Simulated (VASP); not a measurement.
# ZnS (P6_3mc) in VASP: further runs

Aim: see how the results for ZnS move with the level of theory and the settings. Levels: PBE, r2SCAN. Tasks: electric field gradients.

Everything below comes from runs of VASP 6.6.1. Logs are shortened: lines on timing, memory, paths and dates and some standing lists are left out, and cuts for length are marked.

## (1) The cell of the first run

The structure is hexagonal, space group P6_3mc (No. 186). Conventional cell: a = 3.806 Å, b = 3.806 Å, c = 6.238 Å, α = 90.00°, β = 90.00°, γ = 120.00°. Within 3.1 Å of Zn (site symmetry 3m) lie 4 S at 2.33 to 2.34 Å. Within 3.1 Å of S (site symmetry 3m) lie 4 Zn at 2.33 to 2.34 Å.

## (2) Electric field gradients, PBE

INCAR reads:

```
SYSTEM = ZnS
  ALGO = Normal
  EDIFF = 1E-8
  ENCUT = 520
  GGA = PE
  ISIF = 2
  ISMEAR = -1
  LASPH = .True.
  LCHARG = .False.
  LEFG = .True.
  LREAL = .False.
  LWAVE = .False.
  NBANDS = 26
  NELM = 60
  PREC = Accurate
  SIGMA = 0.01
```

KPOINTS reads:

```
k-points
0
Gamma
  10 10 6
  0 0 0
```

POSCAR reads:

```
ZnS
1.0
    3.8057964671      0.0000000000      0.0000000000
   -1.9028982335      3.2959164221      0.0000000000
    0.0000000000      0.0000000000      6.2379816300
Zn S
2 2
Direct
    0.3333333333      0.6666666667      0.0001396800
    0.6666666667      0.3333333333      0.5001396800
    0.3333333333      0.6666666667      0.3748603200
    0.6666666667      0.3333333333      0.8748603200
```

Potentials or basis: VASP PAW PBE potentials, release 64 (Zn, S).

Launch:

```console
> cat potpaw_PBE.64/Zn/POTCAR potpaw_PBE.64/S/POTCAR > POTCAR
> mpirun -np 1 vasp_std > vasp.out
```

OUTCAR:

```text
SYSTEM = ZnS
   EDIFF = 1E-8
   ENCUT = 520
   GGA = PE
   ISIF = 2
   ISMEAR = -1
   LASPH = .True.
   LREAL = .False.
   NELM = 60
   PREC = Accurate

 ion  position               nearest neighbor table
   1  0.333  0.667  0.000-   4 2.33   4 2.33   4 2.33   3 2.34
   2  0.667  0.333  0.500-   3 2.33   3 2.33   3 2.33   4 2.34
   3  0.333  0.667  0.375-   2 2.33   2 2.33   2 2.33   1 2.34
   4  0.667  0.333  0.875-   1 2.33   1 2.33   1 2.33   2 2.34

  LATTYP: Found a hexagonal cell.
 ALAT       =     3.8057964671
 C/A-ratio  =     1.6390738927

  Lattice vectors:

 A1 = (   3.8057964671,   0.0000000000,   0.0000000000)
 A2 = (  -1.9028982335,   3.2959164221,   0.0000000000)
 A3 = (   0.0000000000,   0.0000000000,   6.2379816300)

Analysis of symmetry for initial positions (statically):
=====================================================================
 Subroutine PRICEL returns:
 Original cell was already a primitive cell.

 Routine SETGRP: Setting up the symmetry group for a
 hexagonal supercell.

 Subroutine GETGRP returns: Found 12 space group operations
 (whereof  6 operations were pure point group operations)
 out of a pool of 24 trial point group operations.

The static configuration has the point symmetry C_3v.
 The point group associated with its full space group is C_6v.

Analysis of symmetry for dynamics (positions and initial velocities):
=====================================================================
 Subroutine PRICEL returns:
 Original cell was already a primitive cell.

 Routine SETGRP: Setting up the symmetry group for a
 hexagonal supercell.

 Subroutine GETGRP returns: Found 12 space group operations
 (whereof  6 operations were pure point group operations)
 out of a pool of 24 trial point group operations.

The dynamic configuration has the point symmetry C_3v.
 The point group associated with its full space group is C_6v.

 Subroutine INISYM returns: Found 12 space group operations
 (whereof  6 operations are pure point group operations),
 and found     1 'primitive' translations

----------------------------------------------------------------------------------------

                                     Primitive cell

  volume of cell :      78.2467

  direct lattice vectors                    reciprocal lattice vectors
     3.805796467  0.000000000  0.000000000     0.262757089  0.151702876  0.000000000
    -1.902898233  3.295916422  0.000000000     0.000000000  0.303405752  0.000000000
     0.000000000  0.000000000  6.237981630     0.000000000  0.000000000  0.160308263

  length of vectors
     3.805796467  3.805796467  6.237981630     0.303405752  0.303405752  0.160308263

  position of ions in fractional coordinates (direct lattice)
     0.333333333  0.666666667  0.000139680
     0.666666667  0.333333333  0.500139680
     0.333333333  0.666666667  0.374860320
     0.666666667  0.333333333  0.874860320

  ion indices of the primitive-cell ions
   primitive index   ion index
                 1           1
                 2           2
                 3           3
                 4           4

----------------------------------------------------------------------------------------

 KPOINTS: k-points

Automatic generation of k-mesh.
 Grid dimensions read from file:
 generate k-points for:   10   10    6

 Generating k-lattice:

  Cartesian coordinates                     Fractional coordinates (reciprocal lattice)
     0.026275709  0.015170288  0.000000000     0.100000000  0.000000000  0.000000000
     0.000000000  0.030340575  0.000000000     0.000000000  0.100000000  0.000000000
     0.000000000  0.000000000  0.026718044     0.000000000  0.000000000  0.166666667

  Length of vectors
     0.030340575  0.030340575  0.026718044

  Shift w.r.t. Gamma in fractional coordinates (k-lattice)
     0.000000000  0.000000000  0.000000000

 Subroutine IBZKPT returns following result:
 ===========================================

 Found     56 irreducible k-points:

 Following reciprocal coordinates:
            Coordinates               Weight
  0.000000  0.000000  0.000000      1.000000
  0.100000  0.000000  0.000000      6.000000
  0.200000  0.000000  0.000000      6.000000
  0.300000  0.000000  0.000000      6.000000
  0.400000  0.000000  0.000000      6.000000
  0.500000  0.000000  0.000000      3.000000
[... 16 lines left out ...]
  0.300000  0.100000  0.166667     24.000000
  0.400000  0.100000  0.166667     24.000000
 [... further k-points ...]
   k-points           NKPTS =     56   k-points in BZ     NKDIM =     56   number of bands    NBANDS=     26
   number of dos      NEDOS =    301   number of ions     NIONS =      4
   total plane-waves  NPLWV =  37632
   dimension x,y,z NGX =    28 NGY =   28 NGZ =   48
   dimension x,y,z NGXF=    56 NGYF=   56 NGZF=   96
   ions per type =               2   2
   NGX,Y,Z   is equivalent  to a cutoff of  12.23, 12.23, 12.79 a.u.
   NGXF,Y,Z  is equivalent  to a cutoff of  24.46, 24.46, 25.58 a.u.
 SYSTEM =  ZnS
   PREC   = accura    normal or accurate (medium, high low for compatibility)
   ISTART =      0    job   : 0-new  1-cont  2-samecut
   ICHARG =      2    charge: 1-file 2-atom 10-const
   ISPIN  =      1    spin polarized calculation?
   LNONCOLLINEAR =      F non collinear calculations
   LSORBIT =      F    spin-orbit coupling
   LASPH  =      T    aspherical Exc in radial PAW
   ENCUT  =  520.0 eV  38.22 Ry    6.18 a.u.   7.08  7.08 11.60*2*pi/ulx,y,z
   NELM   =     60;   NELMIN=  2; NELMDL= -5     # of ELM steps
   EDIFF  = 0.1E-07   stopping-criterion for ELM
   LREAL  =      F    real-space projection
   EDIFFG = 0.1E-06   stopping-criterion for IOM
   NSW    =      0    number of steps for IOM
   IBRION =     -1    ionic relax: 0-MD 1-quasi-New 2-CG
   NFREE  =      0    steps in history (QN), initial steepest desc. (CG)
   ISIF   =      2    stress and relaxation
   ISYM   =      2    0-nonsym 1-usesym 2-fastsym
   POTIM  = 0.5000    time-step for ionic-motion
   TEBEG  =    0.0;   TEEND  =   0.0 temperature during run
   PSTRESS=    0.0 pullay stress
   NELECT =      36.0000    total number of electrons
   NUPDOWN=      -1.0000    fix difference up-down
   EMIN   =  10.00;   EMAX   =-10.00  energy-range for DOS
   EFERMI =   0.00;   METHOD = LEGACY
   ISMEAR =    -1;   SIGMA  =   0.01  broadening in eV -4-tet -1-fermi 0-gaus
   EFERMI_NEDOS =   21; number of points for ismear=-14 and -15
   IALGO  =     38    algorithm
   IMIX   =      4    mixing-type and parameters
     AMIX     =   0.40;   BMIX     =  1.00
     AMIX_MAG =   1.60;   BMIX_MAG =  1.00
  volume/ion in A,a.u.               =      19.56       132.01
  Fermi-wavevector in a.u.,A,eV,Ry     =   1.263825  2.388284 21.731966  1.597254
  Thomas-Fermi vector in A             =   2.397162
   LORBIT       =      0    0 simple, 1 ext, 2 COOP (PROOUT), +10 PAW based schemes
   GGA     = PE    functional components
   LHFCALC =     F    Hartree Fock is set to
   AEXX    =    0.0000 exact exchange contribution
   IVDW    =     0    specifies the selected vdW correction
   LEPSILON=     F    determine dielectric tensor
   LRPA    =     F    only Hartree local field effects (RPA)
 non-spin polarized calculation
  energy-cutoff  :      520.00
  volume of cell :       78.25
 maximum number of plane-waves:      2132
   NGX = 15   NGY = 15   NGZ = 23

 number of electron      35.9999977 magnetization

 Free energy of the ion-electron system (eV)
  ---------------------------------------------------
  ext. energy  EPLUGINS =         0.00000000
  ---------------------------------------------------
  free energy    TOTEN  =       -13.67327348 eV

  energy without entropy =      -13.67327348  energy(sigma->0) =      -13.67327348

 E-fermi :   2.4491     XC(G=0):  -9.6636

 val. band max:        2.2025893315   @ k =   0.0000   0.0000   0.0000
 cond. band min:       4.4283593024   @ k =   0.0000   0.0000   0.0000
 fundamental gap:      2.2257699709
 Fermi energy:         2.4491150039

 k-point     1 :       0.0000    0.0000    0.0000
  band No.  band energies     occupation
      1     -11.0211      2.00000
      2     -10.0741      2.00000
      3      -4.1726      2.00000
      4      -4.1609      2.00000
      5      -4.1609      2.00000
      6      -4.0781      2.00000
[... 18 lines left out ...]
     25       9.8958      0.00000
     26      11.4942      0.00000

 k-point     2 :       0.1000    0.0000    0.0000
  band No.  band energies     occupation
      1     -10.9527      2.00000
      2     -10.0357      2.00000
      3      -4.1706      2.00000
      4      -4.1542      2.00000
      5      -4.1471      2.00000
      6      -4.0712      2.00000
[... 18 lines left out ...]
     25      10.2038      0.00000
     26      11.0513      0.00000

 k-point     3 :       0.2000    0.0000    0.0000
  band No.  band energies     occupation
      1     -10.7611      2.00000
      2      -9.9368      2.00000
      3      -4.1771      2.00000
      4      -4.1244      2.00000
      5      -4.1139      2.00000
      6      -4.0393      2.00000
[... 18 lines left out ...]
     25      10.3632      0.00000
     26      11.0278      0.00000

 k-point     4 :       0.3000    0.0000    0.0000
  band No.  band energies     occupation
      1     -10.4894      2.00000
      2      -9.8248      2.00000
      3      -4.1716      2.00000
      4      -4.0912      2.00000
      5      -4.0804      2.00000
      6      -3.9623      2.00000
[... 18 lines left out ...]
     25      10.9274      0.00000
     26      11.4368      0.00000
[... 496 lines left out ...]
      1     -10.5451      2.00000
      2      -9.9147      2.00000
      3      -4.1675      2.00000
      4      -4.1058      2.00000
      5      -4.0881      2.00000
      6      -4.0183      2.00000
[... 18 lines left out ...]
     25      10.8207      0.00000
     26      11.0698      0.00000

 k-point    23 :       0.3000    0.1000    0.1667
  band No.  band energies     occupation
      1     -10.2776      2.00000
      2      -9.8115      2.00000
      3      -4.1504      2.00000
      4      -4.0754      2.00000
      5      -4.0453      2.00000
      6      -3.9328      2.00000
[... 18 lines left out ...]
     25      10.9608      0.00000
     26      11.6625      0.00000

 k-point    24 :       0.4000    0.1000    0.1667
  band No.  band energies     occupation
      1     -10.0695      2.00000
      2      -9.7758      2.00000
      3      -4.1453      2.00000
      4      -4.0488      2.00000
      5      -3.9859      2.00000
      6      -3.8798      2.00000
[... 18 lines left out ...]
     25      11.5034      0.00000
     26      12.8881      0.00000

 [... further k-points ...]

------------------------ aborting loop because EDIFF is reached ----------------------------------------

  FORCE on cell =-STRESS in cart. coord.  units (eV):
  Direction    XX          YY          ZZ          XY          YZ          ZX
  --------------------------------------------------------------------------------------
  -------------------------------------------------------------------------------------
  Total        1.2068205      1.2068205      1.2404996      0.0000000      0.0000000      0.0000000
  in kB       24.7108340     24.7108340     25.4004485      0.0000000      0.0000000      0.0000000
  external PRESSURE =      24.9407055 kB  Pullay stress =       0.0000000 kB

 VOLUME and BASIS-vectors are now :
 -----------------------------------------------------------------------------
  energy-cutoff  :      520.00
  volume of cell :       78.25
      direct lattice vectors                 reciprocal lattice vectors
     3.805796467  0.000000000  0.000000000     0.262757089  0.151702876  0.000000000
    -1.902898233  3.295916422  0.000000000     0.000000000  0.303405752  0.000000000
     0.000000000  0.000000000  6.237981630     0.000000000  0.000000000  0.160308263

 POSITION                                       TOTAL-FORCE (eV/Angst)
 -----------------------------------------------------------------------------------
     -0.00000      2.19728      0.00087        -0.000000      0.000000      0.011202
      1.90290      1.09864      3.11986         0.000000     -0.000000      0.011202
     -0.00000      2.19728      2.33837         0.000000     -0.000000     -0.011202
      1.90290      1.09864      5.45736         0.000000     -0.000000     -0.011202
 -----------------------------------------------------------------------------------
    total drift:                               -0.000000     -0.000000      0.000074

  FREE ENERGIE OF THE ION-ELECTRON SYSTEM (eV)
  ---------------------------------------------------
  free  energy   TOTEN  =       -13.6732734775 eV

  energy  without entropy=      -13.6732734775  energy(sigma->0) =      -13.67327348

 Electric field gradients (V/A^2)
---------------------------------------------------------------------
 ion       V_xx      V_yy      V_zz      V_xy      V_xz      V_yz
---------------------------------------------------------------------
   1      -0.395    -0.389     0.784     0.006     0.000    -0.000
   2      -0.395    -0.389     0.784     0.006    -0.000     0.000
   3      -1.217    -1.218     2.435    -0.000     0.000    -0.000
   4      -1.217    -1.218     2.435    -0.000    -0.000     0.000
---------------------------------------------------------------------

 Electric field gradients after diagonalization (V/A^2)
 (convention: |V_zz| > |V_xx| > |V_yy|)
----------------------------------------------------------------------
 ion       V_xx      V_yy      V_zz     asymmetry (V_yy - V_xx)/ V_zz
----------------------------------------------------------------------
   1      -0.399    -0.386     0.784       0.016
   2      -0.399    -0.386     0.784       0.016
   3      -1.218    -1.217     2.435       0.000
   4      -1.218    -1.217     2.435       0.000
----------------------------------------------------------------------

           NMR quadrupolar parameters

 Cq : quadrupolar parameter    Cq=e*Q*V_zz/h
 eta: asymmetry parameters     (V_yy - V_xx)/ V_zz
 Q  : nuclear electric quadrupole moment in mb (millibarn)
----------------------------------------------------------------------
 ion       Cq(MHz)       eta       Q (mb)
----------------------------------------------------------------------
   1       0.002       0.016       1.000
   2       0.002       0.016       1.000
   3       0.006       0.000       1.000
   4       0.006       0.000       1.000
----------------------------------------------------------------------
```

Wall time 3.1 min (1 thread of Intel Xeon 8259CL, shared host); peak memory 0.24 GiB.

What came out:

| Property | Result |
| --- | --- |
| Free energy | -13.6733 eV |
| Pressure | 2.5 GPa |
| Largest force | 0.011 eV/Å |
| Band gap on the k mesh | 2.23 eV |
| Largest electric field gradient by atom | Zn +0.8; S +2.4 V/Å² |

Forces in eV/Å, atoms in the order of the input:
```
Zn   0.000  0.000  0.011
Zn   0.000  0.000  0.011
S    0.000  0.000 -0.011
S    0.000  0.000 -0.011
```

Electric field gradients, principal values (V/Å²):
```csv
atom,least,middle,greatest (by size)
1 Zn,-0.386,-0.399,0.784
2 Zn,-0.386,-0.399,0.784
3 S,-1.217,-1.218,2.435
4 S,-1.217,-1.218,2.435
```

Caveat: without QUAD_EFG the Cq values of the log hold for a quadrupole moment of 1 mb, not for the nuclei.

(Continued in part 2 of 2.)
